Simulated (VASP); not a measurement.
A run of VASP 6.6.1 is set up as follows.

Contents of INCAR:

```
SYSTEM = La
ALGO = Normal
EDIFF = 1E-6
ENCUT = 520
GGA = PE
ISIF = 2
ISMEAR = -1
ISPIN = 2
LASPH = .TRUE.
LCHARG = .FALSE.
LMAXMIX = 6
LORBIT = 11
LREAL = .FALSE.
LWAVE = .FALSE.
MAGMOM = 1 1 1
NBANDS = 28
NELM = 150
PREC = Accurate
SIGMA = 0.05
```

Contents of KPOINTS:

```
k-points
0
G
  8 8 12
  0 0 0
```

File POSCAR:

```
La
1.0
    5.8731588401      0.0000000000      0.0000000000
   -2.9365794200      5.0863047560      0.0000000000
    0.0000000000      0.0000000000      3.5743693700
La
3
Direct
    1.0000000000      0.0000000000      0.0000000000
    0.3333333333      0.6666666667      0.5000000000
    0.6666666667      0.3333333333      0.5000000000
```

Potentials or basis: VASP PAW PBE potentials, release 64 (La).

Command:

```sh
$ cat potpaw_PBE.64/La/POTCAR > POTCAR
$ mpirun -np 1 vasp_std > vasp.out
```

(1) Estimate the pressure.

(2) What does it give for the net moment?

Results:

(1) 1.2 GPa.

(2) 0.00 μB per cell.
